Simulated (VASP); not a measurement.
# BaTiO3 (P4mm) in VASP: a series of runs

The runs below take BaTiO3 through electric field gradients, with PBE.

All numbers are computed with VASP 6.6.1; they aren't measurements. Logs are shortened: lines on timing, memory, paths and dates and some standing lists are left out, and cuts for length are marked.

## Step 1: The cell of the first run

Symmetry: P4mm, No. 99, tetragonal system. Conventional cell: a = 4.000 Å, b = 4.000 Å, c = 3.978 Å, α = 90.00°, β = 90.00°, γ = 90.00°. Within 3.7 Å of Ba (site symmetry 4mm) lie 12 O at 2.78 to 2.86 Å and 8 Ti at 3.42 to 3.50 Å. Within 2.5 Å of Ti (site symmetry 4mm) lie 6 O at 1.85 to 2.12 Å. Within 2.5 Å of O (site symmetry 4mm) lie 2 Ti at 1.85 to 2.12 Å. Within 2.7 Å of O (site symmetry 2mm) lie 2 Ti at 2.00 Å.

## Step 2: Electric field gradients, PBE (zz strain of -1 %)

The input, INCAR:

```
SYSTEM = BaTiO3
PREC = Accurate
ENCUT = 520
EDIFF = 1E-8
ISMEAR = -1
SIGMA = 0.08
LREAL = .FALSE.
LASPH = .TRUE.
NELM = 60
ALGO = Normal
ISIF = 2
LWAVE = .FALSE.
LCHARG = .FALSE.
GGA = PE
LEFG = .TRUE.
NBANDS = 28
```

The input, KPOINTS:

```
regular mesh
0
G
  7 7 7
  0 0 0
```

The input, POSCAR:

```
BaTiO3
1.0
    3.9998000000      0.0000000000      0.0000000000
    0.0000000000      3.9998000000      0.0000000000
    0.0000000000      0.0000000000      3.9778200000
Ba Ti O
1 1 3
Direct
    0.0000000000      0.0000000000      0.0000000000
    0.5000000000      0.5000000000      0.4820000000
    0.5000000000      0.5000000000      0.0160000000
    0.5000000000      0.0000000000      0.5150000000
    0.0000000000      0.5000000000      0.5150000000
```

Potentials or basis: VASP PAW PBE potentials, release 64 (Ba_sv, Ti_sv, O).

The run is started by

```console
$ cat potpaw_PBE.64/Ba_sv/POTCAR potpaw_PBE.64/Ti_sv/POTCAR potpaw_PBE.64/O/POTCAR > POTCAR
$ mpirun -np 1 vasp_std > vasp.out
```

OUTCAR:

```text
SYSTEM = BaTiO3
   PREC = Accurate
   ENCUT = 520
   EDIFF = 1E-8
   ISMEAR = -1
   LREAL = .FALSE.
   LASPH = .TRUE.
   NELM = 60
   ISIF = 2
   GGA = PE

 ion  position               nearest neighbor table
   1  0.000  0.000  0.000-   4 2.78   5 2.78   5 2.78   4 2.78   3 2.83   3 2.83   3 2.83   3 2.83
                             4 2.86   5 2.86   5 2.86   4 2.86   2 3.42   2 3.42   2 3.42   2 3.42
   2  0.500  0.500  0.482-   3 1.85   4 2.00   5 2.00   4 2.00   5 2.00   3 2.12   1 3.42   1 3.42
                             1 3.42   1 3.42   1 3.50   1 3.50   1 3.50   1 3.50
   3  0.500  0.500  0.016-   2 1.85   2 2.12   1 2.83   1 2.83   1 2.83   1 2.83
   4  0.500  0.000  0.515-   2 2.00   2 2.00   1 2.78   1 2.78   1 2.86   1 2.86
   5  0.000  0.500  0.515-   2 2.00   2 2.00   1 2.78   1 2.78   1 2.86   1 2.86

  LATTYP: Found a simple tetragonal cell.
 ALAT       =     3.9998000000
 C/A-ratio  =     0.9945047252

  Lattice vectors:

 A1 = (   3.9998000000,   0.0000000000,   0.0000000000)
 A2 = (   0.0000000000,   3.9998000000,   0.0000000000)
 A3 = (   0.0000000000,   0.0000000000,   3.9778200000)

Analysis of symmetry for initial positions (statically):
=====================================================================
 Subroutine PRICEL returns:
 Original cell was already a primitive cell.

 Routine SETGRP: Setting up the symmetry group for a
 simple tetragonal supercell.

 Subroutine GETGRP returns: Found  8 space group operations
 (whereof  8 operations were pure point group operations)
 out of a pool of 16 trial point group operations.

The static configuration has the point symmetry C_4v.

Analysis of symmetry for dynamics (positions and initial velocities):
=====================================================================
 Subroutine PRICEL returns:
 Original cell was already a primitive cell.

 Routine SETGRP: Setting up the symmetry group for a
 simple tetragonal supercell.

 Subroutine GETGRP returns: Found  8 space group operations
 (whereof  8 operations were pure point group operations)
 out of a pool of 16 trial point group operations.

The dynamic configuration has the point symmetry C_4v.

 Subroutine INISYM returns: Found  8 space group operations
 (whereof  8 operations are pure point group operations),
[... 146 lines left out ...]
  free energy    TOTEN  =       -39.95216019 eV

  energy without entropy =      -39.95215915  energy(sigma->0) =      -39.95215967

 E-fermi :   4.8715     XC(G=0): -11.2941

 val. band max:        3.8310357016   @ k =   0.4286   0.4286   0.4286
 cond. band min:       5.7245332809   @ k =   0.0000   0.0000   0.0000
 fundamental gap:      1.8934975793
 Fermi energy:         4.8714733819

 k-point     1 :       0.0000    0.0000    0.0000
  band No.  band energies     occupation
      1     -52.6042      2.00000
      2     -28.8713      2.00000
      3     -28.8189      2.00000
      4     -28.8189      2.00000
      5     -20.9175      2.00000
      6     -13.0324      2.00000
[... 733 lines left out ...]
     27      12.4066      0.00000
     28      12.8295      0.00000

 [... further k-points ...]
[... 5 lines left out ...]
  --------------------------------------------------------------------------------------
  -------------------------------------------------------------------------------------
  Total        2.0184287      2.0184287      3.5246865      0.0000000      0.0000000      0.0000000
  in kB       50.8162157     50.8162157     88.7379521      0.0000000      0.0000000      0.0000000
  external PRESSURE =      63.4567945 kB  Pullay stress =       0.0000000 kB

 VOLUME and BASIS-vectors are now :
 -----------------------------------------------------------------------------
  energy-cutoff  :      520.00
  volume of cell :       63.64
      direct lattice vectors                 reciprocal lattice vectors
     3.999800000  0.000000000  0.000000000     0.250012501  0.000000000  0.000000000
     0.000000000  3.999800000  0.000000000     0.000000000  0.250012501  0.000000000
     0.000000000  0.000000000  3.977820000     0.000000000  0.000000000  0.251393980

 POSITION                                       TOTAL-FORCE (eV/Angst)
 -----------------------------------------------------------------------------------
      0.00000      0.00000      0.00000        -0.000000      0.000000     -0.053453
      1.99990      1.99990      1.91731        -0.000000      0.000000      0.243700
      1.99990      1.99990      0.06365        -0.000000     -0.000000      0.121687
      1.99990      0.00000      2.04858        -0.000000     -0.000000     -0.155967
      0.00000      1.99990      2.04858         0.000000     -0.000000     -0.155967
 -----------------------------------------------------------------------------------
    total drift:                                0.000000      0.000000     -0.000302

  FREE ENERGIE OF THE ION-ELECTRON SYSTEM (eV)
  ---------------------------------------------------
  free  energy   TOTEN  =       -39.9521601941 eV

  energy  without entropy=      -39.9521591536  energy(sigma->0) =      -39.95215967

 Electric field gradients (V/A^2)
---------------------------------------------------------------------
 ion       V_xx      V_yy      V_zz      V_xy      V_xz      V_yz
---------------------------------------------------------------------
   1       3.003     3.003    -6.006    -0.000    -0.000    -0.000
   2       5.268     5.268   -10.537     0.000     0.000    -0.000
   3      -6.206    -6.206    12.413    -0.000     0.000     0.000
   4     -11.886    27.958   -16.072    -0.000     0.000    -0.000
   5      27.958   -11.886   -16.072    -0.000     0.000     0.000
---------------------------------------------------------------------

 Electric field gradients after diagonalization (V/A^2)
 (convention: |V_zz| > |V_xx| > |V_yy|)
----------------------------------------------------------------------
 ion       V_xx      V_yy      V_zz     asymmetry (V_yy - V_xx)/ V_zz
----------------------------------------------------------------------
   1       3.003     3.003    -6.006       0.000
   2       5.268     5.268   -10.537       0.000
   3      -6.206    -6.206    12.413       0.000
   4     -16.072   -11.886    27.958       0.150
   5     -16.072   -11.886    27.958       0.150
----------------------------------------------------------------------

           NMR quadrupolar parameters

 Cq : quadrupolar parameter    Cq=e*Q*V_zz/h
 eta: asymmetry parameters     (V_yy - V_xx)/ V_zz
 Q  : nuclear electric quadrupole moment in mb (millibarn)
----------------------------------------------------------------------
 ion       Cq(MHz)       eta       Q (mb)
----------------------------------------------------------------------
   1      -0.015       0.000       1.000
   2      -0.025       0.000       1.000
   3       0.030       0.000       1.000
   4       0.068       0.150       1.000
   5       0.068       0.150       1.000
----------------------------------------------------------------------
```

OSZICAR:

```text
N       E                     dE             d eps       ncg     rms          rms(c)
DAV:   1     0.439250661538E+03    0.43925E+03   -0.20921E+04  2240   0.155E+03
DAV:   2    -0.159004135263E+01   -0.44084E+03   -0.41981E+03  2468   0.432E+02
DAV:   3    -0.485657477029E+02   -0.46976E+02   -0.46507E+02  3124   0.137E+02
[... 11 lines left out ...]
DAV:  15    -0.399521610621E+02    0.13093E-05   -0.27141E-05  2756   0.520E-02    0.894E-03
DAV:  16    -0.399521602161E+02    0.84596E-06   -0.45093E-06  2804   0.221E-02    0.182E-03
DAV:  17    -0.399521601771E+02    0.39076E-07   -0.42549E-07  2996   0.635E-03    0.606E-04
DAV:  18    -0.399521601915E+02   -0.14420E-07   -0.33420E-08  2532   0.163E-03    0.203E-04
DAV:  19    -0.399521601941E+02   -0.25898E-08   -0.27433E-09  1520   0.412E-04
   1 F= -.39952160E+02 E0= -.39952160E+02  d E =-.104048E-05
```

stdout:

```text
POSCAR found type information on POSCAR BaTiO
 POSCAR found :  3 types and       5 ions
 scaLAPACK will be used
 LDA part: xc-table for (Slater+PW92), standard interpolation
 POSCAR, INCAR and KPOINTS ok, starting setup
 FFT: planning ... GRIDC
 FFT: planning ... GRID_SOFT
 FFT: planning ... GRID
 WAVECAR not read
 entering main loop
ion   1

ion   2

ion   3

ion   4

ion   5
```

Run time: 36 s. Hardware: 1 thread of Intel Xeon 6975P-C (Granite Rapids), shared host; peak memory 0.21 GiB.

Results:

```
Free energy            : -39.9522 eV
Pressure               : 6.3 GPa
Largest force          : 0.244 eV/Å
Band gap on the k mesh : 1.89 eV, indirect (least direct gap 2.11 eV)
```

Forces in eV/Å, atoms in the order of the input:
```
Ba   0.000  0.000 -0.053
Ti   0.000  0.000  0.244
O    0.000  0.000  0.122
O    0.000  0.000 -0.156
O    0.000  0.000 -0.156
```

Levels at points of the mesh, in eV from the valence-band top:
```tsv
k point	band 18	band 19	band 20	band 21	band 22	band 23
(0.00, 0.00, 0.00)	-0.23	-0.21	-0.21	1.89	2.21	2.21
```

Electric field gradients, principal values (V/Å²):
| atom | least | middle | greatest (by size) |
| --- | --- | --- | --- |
| 1 Ba | 3.003 | 3.003 | -6.006 |
| 2 Ti | 5.268 | 5.268 | -10.537 |
| 3 O | -6.206 | -6.206 | 12.413 |
| 4 O | -11.886 | -16.072 | 27.958 |
| 5 O | -11.886 | -16.072 | 27.958 |

Caveat: the cell differs from its parent crystal (zz strain of -1 %); without QUAD_EFG the Cq values of the log hold for a quadrupole moment of 1 mb, not for the nuclei; spin-orbit coupling is left out, which moves the levels of the heavy elements. A k mesh can miss the band edges.

## Step 3: Electric field gradients, PBE (zz strain of +2 %)

The input, INCAR:

```
ALGO = Normal ; EDIFF = 1E-8
ENCUT = 520 ; GGA = PE
ISIF = 2 ; ISMEAR = -1
LASPH = True ; LCHARG = False
LEFG = True ; LREAL = False
LWAVE = False ; NBANDS = 28
NELM = 100 ; PREC = Accurate
SIGMA = 0.08
```

The input, KPOINTS:

```
k-points
0
Gamma
  7 7 7
```

Changes to POSCAR since step 2:

```diff
@@ -4,3 +4,3 @@
     0.0000000000      3.9998000000      0.0000000000
-    0.0000000000      0.0000000000      3.9778200000
+    0.0000000000      0.0000000000      4.0983600000
 Ba Ti O
```

Potentials or basis: VASP PAW PBE potentials, release 64 (Ba_sv, Ti_sv, O).

The run is started by

```console
$ cat potpaw_PBE.64/Ba_sv/POTCAR potpaw_PBE.64/Ti_sv/POTCAR potpaw_PBE.64/O/POTCAR > POTCAR
$ mpirun -np 1 vasp_std > vasp.out
```

OUTCAR:

```text
EDIFF = 1E-8
   ENCUT = 520
   GGA = PE
   ISIF = 2
   ISMEAR = -1
   LASPH = True
   LREAL = False
   NELM = 100
   PREC = Accurate

 ion  position               nearest neighbor table
   1  0.000  0.000  0.000-   4 2.82   5 2.82   5 2.82   4 2.82   3 2.83   3 2.83   3 2.83   3 2.83
                             4 2.91   5 2.91   5 2.91   4 2.91   2 3.45   2 3.45   2 3.45   2 3.45
   2  0.500  0.500  0.482-   3 1.91   4 2.00   5 2.00   4 2.00   5 2.00   3 2.19   1 3.45   1 3.45
                             1 3.45   1 3.45   1 3.54   1 3.54   1 3.54   1 3.54
   3  0.500  0.500  0.016-   2 1.91   2 2.19   1 2.83   1 2.83   1 2.83   1 2.83
   4  0.500  0.000  0.515-   2 2.00   2 2.00   1 2.82   1 2.82   1 2.91   1 2.91
   5  0.000  0.500  0.515-   2 2.00   2 2.00   1 2.82   1 2.82   1 2.91   1 2.91

  LATTYP: Found a simple tetragonal cell.
 ALAT       =     3.9998000000
[... 983 lines left out ...]
   4     -15.852    26.219   -10.367    -0.000     0.000    -0.000
   5      26.219   -15.852   -10.367     0.000     0.000     0.000
---------------------------------------------------------------------

 Electric field gradients after diagonalization (V/A^2)
 (convention: |V_zz| > |V_xx| > |V_yy|)
----------------------------------------------------------------------
 ion       V_xx      V_yy      V_zz     asymmetry (V_yy - V_xx)/ V_zz
----------------------------------------------------------------------
   1       0.141     0.141    -0.283       0.000
   2      -6.862    -6.862    13.724       0.000
   3     -11.773   -11.773    23.545       0.000
   4     -15.852   -10.367    26.219       0.209
   5     -15.852   -10.367    26.219       0.209
----------------------------------------------------------------------

           NMR quadrupolar parameters

 Cq : quadrupolar parameter    Cq=e*Q*V_zz/h
 eta: asymmetry parameters     (V_yy - V_xx)/ V_zz
 Q  : nuclear electric quadrupole moment in mb (millibarn)
----------------------------------------------------------------------
 ion       Cq(MHz)       eta       Q (mb)
----------------------------------------------------------------------
   1      -0.001       0.000       1.000
   2       0.033       0.000       1.000
   3       0.057       0.000       1.000
   4       0.063       0.209       1.000
   5       0.063       0.209       1.000
----------------------------------------------------------------------
```

stdout:

```text
POSCAR found type information on POSCAR BaTiO
 POSCAR found :  3 types and       5 ions
 scaLAPACK will be used
 LDA part: xc-table for (Slater+PW92), standard interpolation
 POSCAR, INCAR and KPOINTS ok, starting setup
 FFT: planning ... GRIDC
 FFT: planning ... GRID_SOFT
 FFT: planning ... GRID
 WAVECAR not read
 entering main loop
ion   1

ion   2

ion   3

ion   4

ion   5
```

Wall time 36 s (1 thread of Intel Xeon 6975P-C (Granite Rapids), shared host); peak memory 0.21 GiB.

What came out:

```
Free energy            : -40.0029 eV
Pressure               : 1.1 GPa
Largest force          : 0.622 eV/Å
Band gap on the k mesh : 1.83 eV, indirect (least direct gap 2.10 eV)
```

Forces on the atoms (eV/Å):
```
Ba   0.000  0.000 -0.098
Ti   0.000  0.000 -0.196
O    0.000  0.000  0.622
O    0.000  0.000 -0.164
O    0.000  0.000 -0.164
```

Stress tensor (GPa, compression positive):
```
 1.77  0.00  0.00
 0.00  1.77  0.00
 0.00  0.00 -0.35
```

Levels at points of the mesh, in eV from the valence-band top:
```tsv
k point	band 18	band 19	band 20	band 21	band 22	band 23
(0.00, 0.00, 0.00)	-0.33	-0.27	-0.27	1.83	2.09	2.09
```

Electric field gradients, principal values (V/Å²):
| atom | least | middle | greatest (by size) |
| --- | --- | --- | --- |
| 1 Ba | 0.141 | 0.141 | -0.283 |
| 2 Ti | -6.862 | -6.862 | 13.724 |
| 3 O | -11.773 | -11.773 | 23.545 |
| 4 O | -10.367 | -15.852 | 26.219 |
| 5 O | -10.367 | -15.852 | 26.219 |

Caveat: the cell differs from its parent crystal (zz strain of +2 %); without QUAD_EFG the Cq values of the log hold for a quadrupole moment of 1 mb, not for the nuclei; spin-orbit coupling is left out, which moves the levels of the heavy elements. A k mesh can miss the band edges.

[end of part 1 of 2]
